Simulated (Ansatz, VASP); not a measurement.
**One calculation of AgCl, two programs**

File POSCAR:

```
AgCl
1.0
    4.5183990750      0.0000000000      0.0000000000
   -2.2591995375      3.9130483834      0.0000000000
    0.0000000000      0.0000000000      5.7230251153
Ag Cl
2 2
Direct
    0.3333333333      0.6666666667      0.2500000000
    0.6666666667      0.3333333333      0.7500000000
    0.6666666667      0.3333333333      0.2500000000
    0.3333333333      0.6666666667      0.7500000000
```

The input INCAR.step1:

```
SYSTEM = AgCl
PREC = Accurate
ENCUT = 520
ISMEAR = 0
SIGMA = 0.01
LREAL = .FALSE.
LASPH = .TRUE.
NELM = 100
NBANDS = 26
GGA = PE
ALGO = Normal
EDIFF = 1E-4
LWAVE = .TRUE.
LCHARG = .FALSE.
```

INCAR.step2

```
SYSTEM = AgCl
PREC = Accurate
ENCUT = 520
EDIFF = 1E-6
ISMEAR = 0
SIGMA = 0.01
LREAL = .FALSE.
LASPH = .TRUE.
NELM = 100
ALGO = Normal
ISIF = 2
LWAVE = .FALSE.
LCHARG = .FALSE.
METAGGA = R2SCAN
LMIXTAU = .TRUE.
NBANDS = 26
ISTART = 1
```

KPOINTS

```
Automatic mesh
0
G
  6 6 4
  0 0 0
```

Input for Ansatz:

```yaml
crystal:
  lattice:
    - [4.518399075, 0.0, 0.0]
    - [-2.2591995375, 3.9130483834, 0.0]
    - [0.0, 0.0, 5.7230251153]
  atoms:
    - { symbol: Ag, position: [0.3333333333, 0.6666666667, 0.25] }
    - { symbol: Ag, position: [0.6666666667, 0.3333333333, 0.75] }
    - { symbol: Cl, position: [0.6666666667, 0.3333333333, 0.25] }
    - { symbol: Cl, position: [0.3333333333, 0.6666666667, 0.75] }
kpoints:
  mp_grid: { grid: [6, 6, 4] }
  band_path:
    path:
      - [0.0, 0.0, 0.0]
      - [0.5, 0.0, 0.0]
      - [0.3333333333, 0.3333333333, 0.0]
      - [0.0, 0.0, 0.5]
      - [0.5, 0.0, 0.5]
      - [0.3333333333, 0.3333333333, 0.5]
    npoints: 1
hamiltonian:
  xc: r2scan
scf:
  occupations: { method: fixed }
  n_extra_bands: 5
output:
  forces: true
  stress: true
  eigenvalues: true
```

Alike in both runs: task single point; functional r2SCAN; k mesh 6 × 6 × 4; no spin polarisation.

|  | VASP | Ansatz |
| --- | --- | --- |
| version | VASP 6.6.1 | Ansatz 0.2.0 |
| potentials or method | VASP PAW PBE potentials, release 64 (Ag, Cl) | plane waves, PAW |
| plane-wave cutoff (eV) | 520 | 500 |
| occupations | gaussian, width 0.01 eV | fixed |
| valence electrons in the cell | 36 | 52 |

VASP gave:

```
gap on the k mesh at the Fermi level (eV) : 1.77
pressure (GPa)                            : -0.1
```

Q: What did Ansatz give for the same quantities?

A: gap on the k mesh at the Fermi level (eV): 1.82; pressure (GPa): 0.0.

VASP's potentials were made for PBE, not for r2SCAN. VASP's potentials hold 36 valence electrons a cell and Ansatz's 52, so a difference there can come from the potentials and not from the codes.
